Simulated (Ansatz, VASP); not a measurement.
## Two plane-wave programs on W

The input INCAR:

```
PREC     = Accurate       # precision mode
ENCUT    = 520            # plane-wave cutoff, eV
EDIFF    = 1E-6           # SCF threshold, eV
ISMEAR   = 0              # smearing method
SIGMA    = 0.15           # smearing width, eV
LREAL    = F              # projectors in reciprocal space
LASPH    = T              # aspherical terms in the spheres
NELM     = 80             # most SCF steps
ALGO     = Fast           # electronic algorithm
ISIF     = 2              # what is computed and relaxed
LWAVE    = F              # write WAVECAR
LCHARG   = T              # write CHGCAR
GGA      = PE             # functional
LELF     = T              # ELF
LVHAR    = T            
NBANDS   = 13             # bands
```

Contents of KPOINTS:

```
Automatic mesh
0
Gamma
  24 24 24
```

Contents of POSCAR:

```
W
1.0
   -1.5031168489      1.5031168489      1.8037402187
    1.5031168489     -1.5031168489      1.8037402187
    1.5031168489      1.5031168489     -1.8037402187
W
1
Direct
    0.0000000000      0.0000000000      0.0000000000
```

Input for Ansatz:

```yaml
crystal:
  lattice:
    - [-1.5031168489, 1.5031168489, 1.8037402187]
    - [1.5031168489, -1.5031168489, 1.8037402187]
    - [1.5031168489, 1.5031168489, -1.8037402187]
  atoms:
    - { symbol: W, position: [0.0, 0.0, 0.0] }
basis:
  ecutwfc: 420
kpoints:
  mp_grid: { grid: [24, 24, 24] }
hamiltonian:
  xc: pbe
scf:
  occupations: { method: gaussian, width: 0.15 }
output:
  forces: true
  stress: true
  eigenvalues: true
```

Alike in both runs: task single point; functional PBE; k mesh 24 × 24 × 24; occupations gaussian, width 0.15 eV; no spin polarisation.

|  | VASP | Ansatz |
| --- | --- | --- |
| version | VASP 6.6.1 | Ansatz 0.2.0 |
| potentials or method | VASP PAW PBE potentials, release 64 (W_sv), cutoff 520 eV | scalar-relativistic, plane waves, PAW |
| valence electrons in the cell | 14 | 14 |

Ansatz gave:

* gap on the k mesh at the Fermi level (eV): none
* pressure (GPa): 0.6
* traceless stress, the component that is largest in VASP (GPa): -20.20

**Question.** Which values does VASP return?

**Answer.** gap on the k mesh at the Fermi level (eV): none; pressure (GPa): 1.0; traceless stress, the component that is largest in VASP (GPa): -20.21.

A gap of «none» marks a metal or a gap that the smearing closes.

Neither program's run includes spin-orbit coupling.
